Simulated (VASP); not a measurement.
# Nb2P3 in VASP: a series of runs

Runs on Nb2P3. Level: PBE. Tasks: relaxation of cell and atoms, single point.

Everything below comes from runs of VASP 6.6.1. Logs are shortened: lines on timing, memory, paths and dates and some standing lists are left out, and cuts for length are marked.

**1. The cell of the first run**

It takes space group P6/mmm (No. 191, hexagonal). The conventional cell has a = 5.230 Å, b = 5.230 Å, c = 4.084 Å, α = 90.00°, β = 90.00°, γ = 120.00°. Nb (site symmetry -6m2) has 6 P at 2.54 Å and 3 Nb at 3.02 Å within 3.4 Å. Within 3.4 Å of P (site symmetry mmm) lie 4 Nb at 2.54 Å and 4 P at 2.62 Å.

**2. Relaxation of cell and atoms, PBE**

File INCAR:

```
PREC = Accurate
ENCUT = 600
EDIFF = 1E-6
ISMEAR = 0
SIGMA = 0.1
LREAL = F
LASPH = T
NELM = 80
ALGO = Normal
ISIF = 3
LWAVE = F
LCHARG = F
GGA = PE
IBRION = 2
NSW = 100
EDIFFG = -0.01
```

File KPOINTS:

```
regular mesh
0
Gamma
  12 12 10
```

File POSCAR:

```
Nb2P3
1.0
    5.2300747214      0.0000000000      0.0000000000
   -2.6150373607      4.5293775724      0.0000000000
    0.0000000000      0.0000000000      4.0840118727
Nb P
2 3
Direct
    0.6666666667      0.3333333333      0.5000000000
    0.3333333333      0.6666666667      0.5000000000
    0.5000000000      0.0000000000      0.0000000000
    0.0000000000      0.5000000000      0.0000000000
    0.5000000000      0.5000000000      0.0000000000
```

Potentials or basis: VASP PAW PBE potentials, release 64 (Nb_sv, P).

Run with:

```
cat potpaw_PBE.64/Nb_sv/POTCAR potpaw_PBE.64/P/POTCAR > POTCAR
mpirun -np 1 vasp_std > vasp.out
```

OUTCAR:

```text
PREC = Accurate
   ENCUT = 600
   EDIFF = 1E-6
   ISMEAR = 0
   LREAL = F
   LASPH = T
   NELM = 80
   ISIF = 3
   GGA = PE
   IBRION = 2
   NSW = 100
   EDIFFG = -0.01

 ion  position               nearest neighbor table
   1  0.667  0.333  0.500-   3 2.54   3 2.54   4 2.54   4 2.54   5 2.54   5 2.54   2 3.02   2 3.02
                             2 3.02
   2  0.333  0.667  0.500-   3 2.54   3 2.54   4 2.54   4 2.54   5 2.54   5 2.54   1 3.02   1 3.02
                             1 3.02
   3  0.500  0.000  0.000-   1 2.54   2 2.54   1 2.54   2 2.54   4 2.62   5 2.62   5 2.62   4 2.62

   4  0.000  0.500  0.000-   1 2.54   2 2.54   1 2.54   2 2.54   3 2.62   3 2.62   5 2.62   5 2.62

   5  0.500  0.500  0.000-   1 2.54   2 2.54   1 2.54   2 2.54   3 2.62   3 2.62   4 2.62   4 2.62

  LATTYP: Found a hexagonal cell.
 ALAT       =     5.2300747214
 C/A-ratio  =     0.7808706549

  Lattice vectors:

 A1 = (   5.2300747214,   0.0000000000,   0.0000000000)
 A2 = (  -2.6150373607,   4.5293775724,   0.0000000000)
 A3 = (   0.0000000000,   0.0000000000,   4.0840118727)

Analysis of symmetry for initial positions (statically):
=====================================================================
 Subroutine PRICEL returns:
 Original cell was already a primitive cell.

 Routine SETGRP: Setting up the symmetry group for a
 hexagonal supercell.

 Subroutine GETGRP returns: Found 24 space group operations
 (whereof 24 operations were pure point group operations)
 out of a pool of 24 trial point group operations.

The static configuration has the point symmetry D_6h.

Analysis of symmetry for dynamics (positions and initial velocities):
=====================================================================
 Subroutine PRICEL returns:
 Original cell was already a primitive cell.

 Routine SETGRP: Setting up the symmetry group for a
 hexagonal supercell.

 Subroutine GETGRP returns: Found 24 space group operations
 (whereof 24 operations were pure point group operations)
 out of a pool of 24 trial point group operations.

The dynamic configuration has the point symmetry D_6h.

 Subroutine INISYM returns: Found 24 space group operations
 (whereof 24 operations are pure point group operations),
 and found     1 'primitive' translations

----------------------------------------------------------------------------------------

                                     Primitive cell

  volume of cell :      96.7461

  direct lattice vectors                    reciprocal lattice vectors
     5.230074721  0.000000000  0.000000000     0.191201857  0.110390444  0.000000000
    -2.615037361  4.529377572  0.000000000     0.000000000  0.220780887  0.000000000
     0.000000000  0.000000000  4.084011873     0.000000000  0.000000000  0.244857271

  length of vectors
     5.230074721  5.230074721  4.084011873     0.220780887  0.220780887  0.244857271

  position of ions in fractional coordinates (direct lattice)
     0.666666667  0.333333333  0.500000000
     0.333333333  0.666666667  0.500000000
     0.500000000  0.000000000  0.000000000
     0.000000000  0.500000000  0.000000000
     0.500000000  0.500000000  0.000000000

  ion indices of the primitive-cell ions
   primitive index   ion index
                 1           1
                 2           2
                 3           3
                 4           4
                 5           5

----------------------------------------------------------------------------------------

 KPOINTS: regular mesh

Automatic generation of k-mesh.
 Grid dimensions read from file:
 generate k-points for:   12   12   10

 Generating k-lattice:

  Cartesian coordinates                     Fractional coordinates (reciprocal lattice)
     0.015933488  0.009199204  0.000000000     0.083333333  0.000000000  0.000000000
     0.000000000  0.018398407  0.000000000     0.000000000  0.083333333  0.000000000
     0.000000000  0.000000000  0.024485727     0.000000000  0.000000000  0.100000000

  Length of vectors
     0.018398407  0.018398407  0.024485727

  Shift w.r.t. Gamma in fractional coordinates (k-lattice)
     0.000000000  0.000000000  0.000000000

 Subroutine IBZKPT returns following result:
 ===========================================

 Found    114 irreducible k-points:

 Following reciprocal coordinates:
            Coordinates               Weight
  0.000000  0.000000  0.000000      1.000000
  0.083333 -0.000000  0.000000      6.000000
  0.166667  0.000000  0.000000      6.000000
  0.250000  0.000000  0.000000      6.000000
  0.333333  0.000000  0.000000      6.000000
  0.416667 -0.000000  0.000000      6.000000
[... 16 lines left out ...]
  0.250000  0.000000  0.100000     12.000000
  0.333333  0.000000  0.100000     12.000000
 [... further k-points ...]
   k-points           NKPTS =    114   k-points in BZ     NKDIM =    114   number of bands    NBANDS=     24
   number of dos      NEDOS =    301   number of ions     NIONS =      5
   total plane-waves  NPLWV =  63504
   dimension x,y,z NGX =    42 NGY =   42 NGZ =   36
   dimension x,y,z NGXF=    84 NGYF=   84 NGZF=   72
   ions per type =               2   3
   NGX,Y,Z   is equivalent  to a cutoff of  13.35, 13.35, 14.65 a.u.
   NGXF,Y,Z  is equivalent  to a cutoff of  26.70, 26.70, 29.31 a.u.
 SYSTEM =  unknown system
   PREC   = accura    normal or accurate (medium, high low for compatibility)
   ISTART =      0    job   : 0-new  1-cont  2-samecut
   ICHARG =      2    charge: 1-file 2-atom 10-const
   ISPIN  =      1    spin polarized calculation?
   LNONCOLLINEAR =      F non collinear calculations
   LSORBIT =      F    spin-orbit coupling
   LASPH  =      T    aspherical Exc in radial PAW
   ENCUT  =  600.0 eV  44.10 Ry    6.64 a.u.  10.45 10.45  8.16*2*pi/ulx,y,z
   NELM   =     80;   NELMIN=  2; NELMDL= -5     # of ELM steps
   EDIFF  = 0.1E-05   stopping-criterion for ELM
   LREAL  =      F    real-space projection
   EDIFFG = -.1E-01   stopping-criterion for IOM
   NSW    =    100    number of steps for IOM
   IBRION =      2    ionic relax: 0-MD 1-quasi-New 2-CG
   NFREE  =      1    steps in history (QN), initial steepest desc. (CG)
   ISIF   =      3    stress and relaxation
   ISYM   =      2    0-nonsym 1-usesym 2-fastsym
   POTIM  = 0.5000    time-step for ionic-motion
   TEBEG  =    0.0;   TEEND  =   0.0 temperature during run
   PSTRESS=    0.0 pullay stress
   NELECT =      41.0000    total number of electrons
   NUPDOWN=      -1.0000    fix difference up-down
   EMIN   =  10.00;   EMAX   =-10.00  energy-range for DOS
   EFERMI =   0.00;   METHOD = LEGACY
   ISMEAR =     0;   SIGMA  =   0.10  broadening in eV -4-tet -1-fermi 0-gaus
   EFERMI_NEDOS =   21; number of points for ismear=-14 and -15
   IALGO  =     38    algorithm
   IMIX   =      4    mixing-type and parameters
     AMIX     =   0.40;   BMIX     =  1.00
     AMIX_MAG =   1.60;   BMIX_MAG =  1.00
  volume/ion in A,a.u.               =      19.35       130.57
  Fermi-wavevector in a.u.,A,eV,Ry     =   1.229679  2.323756 20.573501  1.512110
  Thomas-Fermi vector in A             =   2.364557
   LORBIT       =      0    0 simple, 1 ext, 2 COOP (PROOUT), +10 PAW based schemes
   GGA     = PE    functional components
   LHFCALC =     F    Hartree Fock is set to
   AEXX    =    0.0000 exact exchange contribution
   IVDW    =     0    specifies the selected vdW correction
   LEPSILON=     F    determine dielectric tensor
   LRPA    =     F    only Hartree local field effects (RPA)
 conjugate gradient relaxation of ions
 non-spin polarized calculation
 Gauss-broadening in eV      SIGMA  =   0.10
  energy-cutoff  :      600.00
  volume of cell :       96.75
 maximum number of plane-waves:      3269
 NGX is ok and might be reduce to    42
   NGX = 21   NGY = 21   NGZ = 17

--------------------------------------- Ionic step        1  -------------------------------------------

 number of electron      41.0000001 magnetization

 Free energy of the ion-electron system (eV)
  ---------------------------------------------------
  ext. energy  EPLUGINS =         0.00000000
  ---------------------------------------------------
  free energy    TOTEN  =       -37.37736205 eV

  energy without entropy =      -37.36598793  energy(sigma->0) =      -37.37167499

------------------------ aborting loop because EDIFF is reached ----------------------------------------

  FORCE on cell =-STRESS in cart. coord.  units (eV):
  Direction    XX          YY          ZZ          XY          YZ          ZX
  --------------------------------------------------------------------------------------
  -------------------------------------------------------------------------------------
  Total       -0.4016150     -0.4016150     -0.0743266      0.0000000     -0.0000000      0.0000000
  in kB       -6.6510027     -6.6510027     -1.2308955      0.0000000     -0.0000000      0.0000000
  external PRESSURE =      -4.8443003 kB  Pullay stress =       0.0000000 kB

 VOLUME and BASIS-vectors are now :
 -----------------------------------------------------------------------------
  energy-cutoff  :      600.00
  volume of cell :       96.75
      direct lattice vectors                 reciprocal lattice vectors
     5.230074721  0.000000000  0.000000000     0.191201857  0.110390444  0.000000000
    -2.615037361  4.529377572  0.000000000     0.000000000  0.220780887  0.000000000
     0.000000000  0.000000000  4.084011873     0.000000000  0.000000000  0.244857271
[... 79 lines left out ...]
 POSITION                                       TOTAL-FORCE (eV/Angst)
 -----------------------------------------------------------------------------------
      2.60719      1.50526      2.04087        -0.000000     -0.000000      0.000000
     -0.00000      3.01052      2.04087         0.000000      0.000000     -0.000000
      0.00000      4.51579      4.08174        -0.000000     -0.000000      0.000000
     -1.30359      2.25789      4.08174        -0.000000     -0.000000      0.000000
      1.30359      2.25789      4.08174        -0.000000     -0.000000      0.000000
 -----------------------------------------------------------------------------------
    total drift:                                0.000000      0.000000     -0.000000

  FREE ENERGIE OF THE ION-ELECTRON SYSTEM (eV)
  ---------------------------------------------------
  free  energy   TOTEN  =       -37.3785997830 eV

  energy  without entropy=      -37.3674124712  energy(sigma->0) =      -37.37300613

--------------------------------------- Ionic step        4  -------------------------------------------

 number of electron      41.0000001 magnetization

 Free energy of the ion-electron system (eV)
  ---------------------------------------------------
  ext. energy  EPLUGINS =         0.00000000
  ---------------------------------------------------
  free energy    TOTEN  =       -37.37938056 eV

  energy without entropy =      -37.36851626  energy(sigma->0) =      -37.37394841

 E-fermi :   8.2695     XC(G=0): -10.4865

 val. band max:        8.2537752840   @ k =   0.3333   0.0833   0.5000
 cond. band min:       8.2773709809   @ k =   0.0833   0.0833   0.0000
 fundamental gap:      0.0235956969
 Fermi energy:         8.2694723631

 k-point     1 :       0.0000    0.0000    0.0000
  band No.  band energies     occupation
      1     -46.9371      2.00000
      2     -46.8441      2.00000
      3     -23.2339      2.00000
      4     -23.2339      2.00000
      5     -23.1716      2.00000
      6     -23.0376      2.00000
[... 16 lines left out ...]
     23       9.0136      0.00000
     24       9.0136      0.00000
[... 598 lines left out ...]
      2     -46.8637      2.00000
      3     -23.2571      2.00000
      4     -23.1608      2.00000
      5     -23.1506      2.00000
      6     -23.0715      2.00000
[... 16 lines left out ...]
     23       9.6683      0.00000
     24       9.9627      0.00000

 [... further k-points ...]
[... 5 lines left out ...]
  --------------------------------------------------------------------------------------
  -------------------------------------------------------------------------------------
  Total        0.0110961      0.0110961     -0.0302481      0.0000000     -0.0000000     -0.0000000
  in kB        0.1852266      0.1852266     -0.5049284      0.0000000     -0.0000000     -0.0000000
  external PRESSURE =      -0.0448250 kB  Pullay stress =       0.0000000 kB

 VOLUME and BASIS-vectors are now :
 -----------------------------------------------------------------------------
  energy-cutoff  :      600.00
  volume of cell :       95.98
      direct lattice vectors                 reciprocal lattice vectors
     5.201524102 -0.000000000  0.000000000     0.192251344  0.110996365  0.000000000
    -2.600762051  4.504652010 -0.000000000    -0.000000000  0.221992731  0.000000000
     0.000000000 -0.000000000  4.096250094    -0.000000000  0.000000000  0.244125719

 POSITION                                       TOTAL-FORCE (eV/Angst)
 -----------------------------------------------------------------------------------
      2.60076      1.50155      2.04813         0.000000      0.000000      0.000000
     -0.00000      3.00310      2.04813        -0.000000     -0.000000     -0.000000
      2.60076     -0.00000      0.00000        -0.000000     -0.000000      0.000000
      3.90114      2.25233     -0.00000        -0.000000     -0.000000      0.000000
      1.30038      2.25233     -0.00000        -0.000000     -0.000000      0.000000
 -----------------------------------------------------------------------------------
    total drift:                                0.000000     -0.000000     -0.000000

  FREE ENERGIE OF THE ION-ELECTRON SYSTEM (eV)
  ---------------------------------------------------
  free  energy   TOTEN  =       -37.3793805557 eV

  energy  without entropy=      -37.3685162618  energy(sigma->0) =      -37.37394841

 reached required accuracy - stopping structural energy minimisation
```

Run time: 15 min. Hardware: 1 thread of Intel Xeon Platinum 8259CL at 2.50GHz (Skylake/Cascade Lake), shared host; peak memory 0.45 GiB.

What came out:

```
Free energy                            : -37.3794 eV
Relaxed volume                         : 19.20 Å³/atom
Relaxed cell                           : a = 5.202 Å, b = 5.202 Å, c = 4.096 Å, α = 90.00°, β = 90.00°, γ = 120.00°
Space group after relaxing (to 0.05 Å) : P6/mmm (No. 191)
Energy gained by relaxing              : 0.4 meV/atom
Ionic steps                            : 4
Pressure after relaxing                : 0.0 GPa
```

The path:
```
step  energy change (eV)  largest force (eV/Å)  pressure (GPa)  volume (Å³)
   1              0.0000                0.0000           -0.48        96.75
   2             -0.0011                0.0000            0.40        95.93
   3             -0.0012                0.0000            0.19        96.11
   4             -0.0020                0.0000            0.00        95.98
```

Final structure:
```xyz
5
Lattice="5.2015 0.0000 0.0000 -2.6008 4.5047 0.0000 0.0000 0.0000 4.0963" Properties=species:S:1:pos:R:3 pbc="T T T"
Nb    2.6008    1.5016    2.0481
Nb    0.0000    3.0031    2.0481
P     2.6008    0.0000    0.0000
P     3.9011    2.2523    0.0000
P     1.3004    2.2523    0.0000
```

(Part 1 of 2 ends here.)
